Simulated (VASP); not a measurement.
# TiO2 (Fm-3m) in VASP: further runs, part 2 of 2

VASP 6.6.1. Earlier steps stand in the parts before.

### 3 Single point, PBE

This run uses another cell than the first one, of 9.39 Å³/atom.

Input file INCAR:

```
ALGO = Normal
EDIFF = 1E-6
ENCUT = 520
GGA = PE
ISIF = 2
ISMEAR = -1
LASPH = T
LCHARG = T
LELF = T
LREAL = F
LVHAR = T
LWAVE = F
NBANDS = 19
NELM = 60
PREC = Accurate
SIGMA = 0.02
```

Input file KPOINTS:

```
k-points
0
Gamma
  8 8 8
```

Input file POSCAR:

```
TiO2
1.0
    0.0000000000      2.4148975694      2.4148975694
    2.4148975694      0.0000000000      2.4148975694
    2.4148975694      2.4148975694      0.0000000000
Ti O
1 2
Direct
    0.0000000000      0.0000000000      0.0000000000
    0.7500000000      0.7500000000      0.7500000000
    0.2500000000      0.2500000000      0.2500000000
```

Potentials or basis: VASP PAW PBE potentials, release 64 (Ti_sv, O).

The run is started by

```console
> cat potpaw_PBE.64/Ti_sv/POTCAR potpaw_PBE.64/O/POTCAR > POTCAR
> mpirun -np 1 vasp_std > vasp.out
```

OUTCAR:

```text
EDIFF = 1E-6
   ENCUT = 520
   GGA = PE
   ISIF = 2
   ISMEAR = -1
   LASPH = T
   LREAL = F
   NELM = 60
   PREC = Accurate

 ion  position               nearest neighbor table
   1  0.000  0.000  0.000-   2 2.09   2 2.09   2 2.09   2 2.09   3 2.09   3 2.09   3 2.09   3 2.09

   2  0.750  0.750  0.750-   1 2.09   1 2.09   1 2.09   1 2.09
   3  0.250  0.250  0.250-   1 2.09   1 2.09   1 2.09   1 2.09

  LATTYP: Found a face centered cubic cell.
 ALAT       =     4.8297951388

  Lattice vectors:

 A1 = (   0.0000000000,   2.4148975694,   2.4148975694)
 A2 = (   2.4148975694,   0.0000000000,   2.4148975694)
 A3 = (   2.4148975694,   2.4148975694,   0.0000000000)

Analysis of symmetry for initial positions (statically):
=====================================================================
 Subroutine PRICEL returns:
 Original cell was already a primitive cell.

 Routine SETGRP: Setting up the symmetry group for a
 face centered cubic supercell.

 Subroutine GETGRP returns: Found 48 space group operations
 (whereof 48 operations were pure point group operations)
 out of a pool of 48 trial point group operations.

The static configuration has the point symmetry O_h .

Analysis of symmetry for dynamics (positions and initial velocities):
=====================================================================
 Subroutine PRICEL returns:
 Original cell was already a primitive cell.

 Routine SETGRP: Setting up the symmetry group for a
 face centered cubic supercell.

 Subroutine GETGRP returns: Found 48 space group operations
 (whereof 48 operations were pure point group operations)
 out of a pool of 48 trial point group operations.

The dynamic configuration has the point symmetry O_h .

 Subroutine INISYM returns: Found 48 space group operations
 (whereof 48 operations are pure point group operations),
 and found     1 'primitive' translations

[... 112 lines left out ...]
   EFERMI_NEDOS =   21; number of points for ismear=-14 and -15
   IALGO  =     38    algorithm
   IMIX   =      4    mixing-type and parameters
     AMIX     =   0.40;   BMIX     =  1.00
     AMIX_MAG =   1.60;   BMIX_MAG =  1.00
  volume/ion in A,a.u.               =       9.39        63.36
  Fermi-wavevector in a.u.,A,eV,Ry     =   1.552041  2.932932 32.774140  2.408831
  Thomas-Fermi vector in A             =   2.656474
   LORBIT       =      0    0 simple, 1 ext, 2 COOP (PROOUT), +10 PAW based schemes
   GGA     = PE    functional components
   LHFCALC =     F    Hartree Fock is set to
   AEXX    =    0.0000 exact exchange contribution
   IVDW    =     0    specifies the selected vdW correction
   LEPSILON=     F    determine dielectric tensor
   LRPA    =     F    only Hartree local field effects (RPA)
 non-spin polarized calculation
  energy-cutoff  :      520.00
  volume of cell :       28.17
 maximum number of plane-waves:       775
 NGX is ok and might be reduce to    28
   NGX = 13   NGY = 13   NGZ = 13

 number of electron      23.9999995 magnetization

 Free energy of the ion-electron system (eV)
  ---------------------------------------------------
  ext. energy  EPLUGINS =         0.00000000
  ---------------------------------------------------
  free energy    TOTEN  =       -26.03291414 eV

  energy without entropy =      -26.03291414  energy(sigma->0) =      -26.03291414

 E-fermi :   7.6471     XC(G=0): -12.1176

 val. band max:        7.1081579570   @ k =   0.5000   0.5000   0.0000
 cond. band min:       8.2156223424   @ k =   0.0000   0.0000   0.0000
 fundamental gap:      1.1074643855
 Fermi energy:         7.6471236773

 k-point     1 :       0.0000    0.0000    0.0000
  band No.  band energies     occupation
      1     -50.6968      2.00000
      2     -26.7822      2.00000
      3     -26.7822      2.00000
      4     -26.7822      2.00000
      5     -12.4530      2.00000
      6      -8.7577      2.00000
[... 505 lines left out ...]
      6     -10.3277      2.00000
[... 11 lines left out ...]
     18      17.9931      0.00000
     19      21.9077      0.00000

 [... further k-points ...]

------------------------ aborting loop because EDIFF is reached ----------------------------------------

  FORCE on cell =-STRESS in cart. coord.  units (eV):
  Direction    XX          YY          ZZ          XY          YZ          ZX
  --------------------------------------------------------------------------------------
  -------------------------------------------------------------------------------------
  Total        0.1457049      0.1457049      0.1457049      0.0000000      0.0000000     -0.0000000
  in kB        8.2881682      8.2881682      8.2881682      0.0000000      0.0000000     -0.0000000
  external PRESSURE =       8.2881682 kB  Pullay stress =       0.0000000 kB

 VOLUME and BASIS-vectors are now :
 -----------------------------------------------------------------------------
  energy-cutoff  :      520.00
  volume of cell :       28.17
      direct lattice vectors                 reciprocal lattice vectors
     0.000000000  2.414897569  2.414897569    -0.207048119  0.207048119  0.207048119
     2.414897569  0.000000000  2.414897569     0.207048119 -0.207048119  0.207048119
     2.414897569  2.414897569  0.000000000     0.207048119  0.207048119 -0.207048119

 POSITION                                       TOTAL-FORCE (eV/Angst)
 -----------------------------------------------------------------------------------
      0.00000      0.00000      0.00000        -0.000000     -0.000000      0.000000
      3.62235      3.62235      3.62235         0.000000      0.000000      0.000000
      1.20745      1.20745      1.20745        -0.000000     -0.000000     -0.000000
 -----------------------------------------------------------------------------------
    total drift:                                0.000000     -0.000000      0.000000

  FREE ENERGIE OF THE ION-ELECTRON SYSTEM (eV)
  ---------------------------------------------------
  free  energy   TOTEN  =       -26.0329141442 eV

  energy  without entropy=      -26.0329141442  energy(sigma->0) =      -26.03291414
```

Run time: 12 s. Hardware: 1 thread of Intel Xeon 6975P-C (Granite Rapids), shared host; peak memory 0.16 GiB.

What came out:

| Quantity | Value |
| --- | --- |
| Free energy | -26.0329 eV |
| Pressure | 0.8 GPa |
| Band gap on the k mesh | 1.11 eV (least direct gap 1.78 eV) |

Levels at points of the mesh, in eV from the valence-band top:
| k point | band 9 | band 10 | band 11 | band 12 | band 13 | band 14 | band 15 | band 16 |
| --- | --- | --- | --- | --- | --- | --- | --- | --- |
| (0.00, 0.00, 0.00) | -5.87 | -0.85 | -0.85 | -0.85 | 1.11 | 1.11 | 5.21 | 5.21 |
| (0.50, 0.00, 0.00) | -3.31 | -3.24 | -2.49 | -2.49 | 1.44 | 1.44 | 2.75 | 4.82 |
| (0.50, 0.50, 0.00) | -4.53 | -2.05 | -2.05 | 0.00 | 1.78 | 1.79 | 2.77 | 4.05 |
